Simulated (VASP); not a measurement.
# ZrB2 (P6/mmm) in VASP: a series of runs, part 2 of 2

VASP 6.6.1. Earlier steps stand in the parts before.

**3. Relaxation of shape and atoms at fixed volume, PBE (volume scaled by 0.91)**

File INCAR:

```
SYSTEM = ZrB2
ALGO     = Normal         ! electronic algorithm
EDIFF    = 1E-7           ! SCF threshold, eV
EDIFFG   = -0.01          ! ionic threshold
ENCUT    = 600            ! plane-wave cutoff, eV
GGA      = PE             ! functional
IBRION   = 2              ! ionic algorithm
ISIF     = 4              ! what is computed and relaxed
ISMEAR   = 0              ! smearing method
LASPH    = .TRUE.         ! aspherical terms in the spheres
LCHARG   = .FALSE.        ! write CHGCAR
LREAL    = .FALSE.        ! projectors in reciprocal space
LWAVE    = .FALSE.        ! write WAVECAR
NELM     = 80             ! most SCF steps
NSW      = 50             ! ionic steps
PREC     = Accurate       ! precision mode
SIGMA    = 0.1            ! smearing width, eV
```

File KPOINTS:

```
k-points
0
G
  15 15 12
  0 0 0
```

File POSCAR:

```
ZrB2
1.0
    3.0766228371      0.0000000000      0.0000000000
   -1.5383114186      2.6644335348      0.0000000000
    0.0000000000      0.0000000000      3.4246473869
Zr B
1 2
Direct
    0.0000000000      0.0000000000      0.0000000000
    0.3333333333      0.6666666667      0.5000000000
    0.6666666667      0.3333333333      0.5000000000
```

Potentials or basis: VASP PAW PBE potentials, release 64 (Zr_sv, B).

Command:

```bash
> cat potpaw_PBE.64/Zr_sv/POTCAR potpaw_PBE.64/B/POTCAR > POTCAR
> mpirun -np 1 vasp_std > vasp.out
```

OUTCAR:

```text
SYSTEM = ZrB2
   EDIFF = 1E-7
   EDIFFG = -0.01
   ENCUT = 600
   GGA = PE
   IBRION = 2
   ISIF = 4
   ISMEAR = 0
   LASPH = .TRUE.
   LREAL = .FALSE.
   NELM = 80
   NSW = 50
   PREC = Accurate

 ion  position               nearest neighbor table
   1  0.000  0.000  0.000-   2 2.47   3 2.47   2 2.47   3 2.47   3 2.47   3 2.47   2 2.47   2 2.47
                             3 2.47   3 2.47   2 2.47   2 2.47
   2  0.333  0.667  0.500-   3 1.78   3 1.78   3 1.78   1 2.47   1 2.47   1 2.47   1 2.47   1 2.47
                             1 2.47
   3  0.667  0.333  0.500-   2 1.78   2 1.78   2 1.78   1 2.47   1 2.47   1 2.47   1 2.47   1 2.47
                             1 2.47

  LATTYP: Found a hexagonal cell.
 ALAT       =     3.0766228371
 C/A-ratio  =     1.1131190166

  Lattice vectors:

 A1 = (   3.0766228371,   0.0000000000,   0.0000000000)
 A2 = (  -1.5383114186,   2.6644335348,   0.0000000000)
 A3 = (   0.0000000000,   0.0000000000,   3.4246473869)

Analysis of symmetry for initial positions (statically):
=====================================================================
 Subroutine PRICEL returns:
 Original cell was already a primitive cell.

 Routine SETGRP: Setting up the symmetry group for a
 hexagonal supercell.

 Subroutine GETGRP returns: Found 24 space group operations
 (whereof 24 operations were pure point group operations)
 out of a pool of 24 trial point group operations.

The static configuration has the point symmetry D_6h.

Analysis of symmetry for dynamics (positions and initial velocities):
=====================================================================
 Subroutine PRICEL returns:
 Original cell was already a primitive cell.

 Routine SETGRP: Setting up the symmetry group for a
 hexagonal supercell.

 Subroutine GETGRP returns: Found 24 space group operations
 (whereof 24 operations were pure point group operations)
 out of a pool of 24 trial point group operations.

[... 184 lines left out ...]

  energy  without entropy=      -24.7589713610  energy(sigma->0) =      -24.75947282

--------------------------------------- Ionic step        2  -------------------------------------------

 number of electron      18.0000000 magnetization

 Free energy of the ion-electron system (eV)
  ---------------------------------------------------
  ext. energy  EPLUGINS =         0.00000000
  ---------------------------------------------------
  free energy    TOTEN  =       -24.76001044 eV

  energy without entropy =      -24.75900726  energy(sigma->0) =      -24.75950885

 E-fermi :  11.5518     XC(G=0): -12.8767

 val. band max:       11.5148697598   @ k =   0.0667   0.0667   0.4167
 cond. band min:      11.5634025737   @ k =   0.4000   0.1333   0.0000
 fundamental gap:      0.0485328139
 Fermi energy:        11.5518363716

 k-point     1 :       0.0000    0.0000    0.0000
  band No.  band energies     occupation
      1     -36.7748      2.00000
      2     -15.0178      2.00000
      3     -14.3144      2.00000
      4     -14.3144      2.00000
      5      -1.5770      2.00000
      6       8.7256      2.00000
      7       8.7256      2.00000
      8       8.7746      2.00000
      9       9.3013      2.00000
     10      15.3905      0.00000
     11      15.3905      0.00000
     12      16.2382      0.00000
     13      16.2382      0.00000
[... 354 lines left out ...]
  band No.  band energies     occupation
      1     -36.5923      2.00000
      2     -15.4255      2.00000
      3     -14.8892      2.00000
      4     -14.7548      2.00000
      5       2.9055      2.00000
      6       3.2742      2.00000
      7       5.8179      2.00000
      8       7.9180      2.00000
      9      10.4820      2.00000
     10      11.2892      1.99980
     11      14.5935      0.00000
     12      16.1601      0.00000
     13      18.5784      0.00000

 [... further k-points ...]

------------------------ aborting loop because EDIFF is reached ----------------------------------------

  FORCE on cell =-STRESS in cart. coord.  units (eV):
  Direction    XX          YY          ZZ          XY          YZ          ZX
  --------------------------------------------------------------------------------------
  -------------------------------------------------------------------------------------
  Total        4.7619796      4.7619796      4.7712785     -0.0000000     -0.0000000     -0.0000000
  in kB      271.7709928    271.7709928    272.3016910     -0.0000000     -0.0000000     -0.0000000
  external PRESSURE =     271.9478922 kB  Pullay stress =       0.0000000 kB

 VOLUME and BASIS-vectors are now :
 -----------------------------------------------------------------------------
  energy-cutoff  :      600.00
  volume of cell :       28.07
      direct lattice vectors                 reciprocal lattice vectors
     3.078057335 -0.000000000  0.000000000     0.324880238  0.187569693  0.000000000
    -1.539028667  2.665675846 -0.000000000     0.000000000  0.375139386  0.000000000
    -0.000000000  0.000000000  3.421456086     0.000000000  0.000000000  0.292273224

 POSITION                                       TOTAL-FORCE (eV/Angst)
 -----------------------------------------------------------------------------------
      0.00000     -0.00000      0.00000        -0.000000      0.000000      0.000000
     -0.00000      1.77712      1.71073         0.000000     -0.000000      0.000000
      1.53903      0.88856      1.71073        -0.000000      0.000000     -0.000000
 -----------------------------------------------------------------------------------
    total drift:                               -0.000000      0.000000      0.000000

  FREE ENERGIE OF THE ION-ELECTRON SYSTEM (eV)
  ---------------------------------------------------
  free  energy   TOTEN  =       -24.7600104391 eV

  energy  without entropy=      -24.7590072551  energy(sigma->0) =      -24.75950885

 reached required accuracy - stopping structural energy minimisation
```

Run time: 1.7 min. Hardware: 1 thread of Intel Xeon 6975P-C, shared host; peak memory 0.23 GiB.

What came out:

```
Free energy               : -24.7600 eV
Energy gained by relaxing : 0.0 meV/atom
Ionic steps               : 2
Pressure after relaxing   : 27.2 GPa
Band gap on the k mesh    : zero (band 9 reaches 12.38 eV, above the bottom of band 10 at 11.29 eV)
```

Final structure:
```yaml
crystal:
  lattice:
    - [3.07806, 0.00000, 0.00000]
    - [-1.53903, 2.66568, 0.00000]
    - [0.00000, 0.00000, 3.42146]
  atoms:
    - { symbol: Zr, position: [0.00000, 0.00000, 0.00000] }
    - { symbol: B, position: [0.33333, 0.66667, 0.50000] }
    - { symbol: B, position: [0.66667, 0.33333, 0.50000] }
```
